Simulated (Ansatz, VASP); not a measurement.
## H in VASP and in Ansatz

The input INCAR:

```
ALGO = Normal
DIPOL = 0.5 0.5 0.688
EDIFF = 1E-6
ENCUT = 520
GGA = PE
IDIPOL = 3
ISIF = 2
ISMEAR = 0
IVDW = 12
LASPH = True
LCHARG = False
LDIPOL = True
LREAL = False
LWAVE = False
NBANDS = 8
NELM = 100
PREC = Accurate
SIGMA = 0.1
```

The input KPOINTS:

```
k-points
0
Gamma
  4 4 1
```

POSCAR

```
H
1.0
    5.2355063798      0.0000000000      0.0000000000
    0.0000000000      4.8035762477      0.0000000000
    0.0000000000      0.0000000000     24.0397617810
H
2
Direct
    0.7500000000      0.8858652697      0.6720841038
    0.7500000000      0.8848462061      0.7033897256
```

Input for Ansatz:

```yaml
crystal:
  lattice:
    - [5.2355063798, 0.0, 0.0]
    - [0.0, 4.8035762477, 0.0]
    - [0.0, 0.0, 24.039761781]
  atoms:
    - { symbol: H, position: [0.75, 0.8858652697, 0.6720841038] }
    - { symbol: H, position: [0.75, 0.8848462061, 0.7033897256] }
basis:
  ecutwfc: 420
kpoints:
  mp_grid: { grid: [4, 4, 1] }
hamiltonian:
  xc: pbe
  dispersion: d3bj
scf:
  occupations: { method: gaussian, width: 0.1 }
output:
  forces: true
  eigenvalues: true
  write_density: true
  volumetric_format: npy
efield:
  axis: 3
  dipole_correction: true
  ramp_width: 0.04
```

Alike in both runs: task single point; functional PBE; dispersion D3(BJ); k mesh 4 × 4 × 1; occupations gaussian, width 0.1 eV; no spin polarisation.

```csv
,VASP,Ansatz
version,VASP 6.6.1,Ansatz 0.2.0
potentials or method,"VASP PAW PBE potentials, release 64 (H), cutoff 520 eV","scalar-relativistic, plane waves, PAW"
valence electrons in the cell,2,2
```

|  | VASP | Ansatz | Ansatz less VASP |
| --- | --- | --- | --- |
| gap on the k mesh at the Fermi level (eV) | 9.87 | 9.86 | -0.003 |
| rms of the force components (eV/Å) | 0.051 | 0.045 | -0.0064 |

Atom by atom the forces differ by 0.006 eV/Å (rms over components).
